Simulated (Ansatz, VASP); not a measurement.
# Two plane-wave programs on Y6Be

```
Y Be
1.0
     8.48267    0.00000    0.00000
     0.00000    8.48267    0.00000
     0.00000    0.00000    8.48267
Y Be
6 1
Direct
  0.22316 0.50000 0.50000
  0.50000 0.22316 0.50000
  0.77684 0.50000 0.50000
  0.50000 0.77684 0.50000
  0.50000 0.50000 0.22316
  0.50000 0.50000 0.77684
  0.00000 0.00000 0.00000
```

Change from the starting cell: species swapped into the GdB6 type (Pm-3m, No. 221).

Alike in both runs: functional PBE; k mesh 6 × 6 × 6; occupations gaussian, width 0.1 eV; no spin polarisation.

Ansatz relaxed the structure, and its values are those at the end. VASP's run is a single point on that final structure, the one shown.

|  | VASP | Ansatz |
| --- | --- | --- |
| version | VASP 6.6.1 | Ansatz 0.2.0 |
| potentials or method | VASP PAW PBE potentials, release 64 (Y_sv, Be), cutoff 520 eV | scalar-relativistic, plane waves, PAW |
| valence electrons in the cell | 68 | 68 |

|  | VASP | Ansatz | Ansatz less VASP |
| --- | --- | --- | --- |
| gap on the k mesh at the Fermi level (eV) | none | none | - |
| pressure (GPa) | 0.0 | 0.0 | +0.02 |
| rms of the force components (eV/Å) | 0.005 | 0.000 | -0.0052 |

A gap of «none» marks a metal or a gap that the smearing closes. With one functional, cell and mesh, what is left measures potentials, basis and numerics. Ansatz's warnings: xc potential rough in thin density.
